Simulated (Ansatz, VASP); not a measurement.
**AgBr in VASP and in Ansatz**

Contents of POSCAR:

```
AgBr
1.0
    0.0000000000      2.8927333264      2.8927333264
    2.8927333264      0.0000000000      2.8927333264
    2.8927333264      2.8927333264      0.0000000000
Ag Br
1 1
Direct
    0.0000000000      0.0000000000      0.0000000000
    0.5000000000      0.5000000000      0.5000000000
```

INCAR.step1

```
ALGO = Normal
EDIFF = 1E-5
ENCUT = 400
GGA = PE
GGA_COMPAT = F
ISIF = 2
ISMEAR = 0
LASPH = T
LCHARG = F
LREAL = F
LWAVE = T
NBANDS = 16
NELM = 120
PREC = Accurate
SIGMA = 0.01
```

The input INCAR.step2:

```
ALGO = Normal
EDIFF = 1E-6
ENCUT = 400
GGA = PE
GGA_COMPAT = F
HFSCREEN = 0.2079
ISIF = 2
ISMEAR = 0
ISTART = 1
LASPH = T
LCHARG = F
LHFCALC = T
LREAL = F
LWAVE = F
NBANDS = 16
NELM = 120
PREC = Accurate
PRECFOCK = Normal
SIGMA = 0.01
```

File KPOINTS:

```
k-points
0
Gamma
  4 4 4
```

Input for Ansatz:

```yaml
crystal:
  lattice:
    - [0.0, 2.8927333264, 2.8927333264]
    - [2.8927333264, 0.0, 2.8927333264]
    - [2.8927333264, 2.8927333264, 0.0]
  atoms:
    - { symbol: Ag, position: [0.0, 0.0, 0.0] }
    - { symbol: Br, position: [0.5, 0.5, 0.5] }
kpoints:
  mp_grid: { grid: [4, 4, 4] }
hamiltonian:
  xc: hse06
scf:
  occupations: { method: fixed }
  n_extra_bands: 4
  exx: { ecutfock_ratio: 4 }
output:
  forces: true
  stress: true
  eigenvalues: true
```

Alike in both runs: task single point; functional HSE06; k mesh 4 × 4 × 4; no spin polarisation.

|  | VASP | Ansatz |
| --- | --- | --- |
| version | VASP 6.6.1 | Ansatz 0.2.0 |
| potentials or method | VASP PAW PBE potentials, release 64 (Ag, Br) | plane waves |
| plane-wave cutoff (eV) | 400 | 420 |
| occupations | gaussian, width 0.01 eV | fixed |
| valence electrons in the cell | 18 | 26 |

|  | VASP | Ansatz | Ansatz less VASP |
| --- | --- | --- | --- |
| gap on the k mesh at the Fermi level (eV) | 2.02 | 2.04 | +0.024 |
| pressure (GPa) | 0.8 | 1.1 | +0.32 |

VASP's potentials hold 18 valence electrons a cell and Ansatz's 26, so a difference there can come from the potentials and not from the codes. Ansatz's warnings: stress exchange threshold loose, stress scf threshold loose.

The k mesh is coarse, so the values compare programs but aren't converged.
